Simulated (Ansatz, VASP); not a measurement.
## MgI2: VASP beside Ansatz

```
I Mg
1.0
     4.13111    0.00000    0.00000
    -2.06555    3.57764    0.00000
     0.00000    0.00000   24.22651
I Mg
4 2
Direct
  0.33333 0.66667 0.18575
  0.66667 0.33333 0.32457
  0.55556 0.55556 0.48266
  0.88889 0.22222 0.62149
  0.00000 0.00000 0.25516
  0.22222 0.88889 0.55208
```

Alike in both runs: task single point; functional PBE; dispersion D3(BJ); k mesh 9 × 9 × 1; occupations gaussian, width 0.05 eV; no spin polarisation.

```csv
,VASP,Ansatz
version,VASP 6.6.1,Ansatz 0.2.0
potentials or method,"VASP PAW PBE potentials, release 64 (I, Mg), cutoff 520 eV","scalar-relativistic, plane waves, PAW"
valence electrons in the cell,32,88
```

```tsv
	VASP	Ansatz	Ansatz less VASP
gap on the k mesh at the Fermi level (eV)	3.55	3.57	+0.017
least direct gap on the mesh (eV)	3.93	3.95	+0.014
rms of the force components (eV/Å)	0.022	0.019	-0.0023
```

VASP's potentials hold 32 valence electrons a cell and Ansatz's 88, so a difference there can come from the potentials and not from the codes.

Spin-orbit coupling is off throughout.
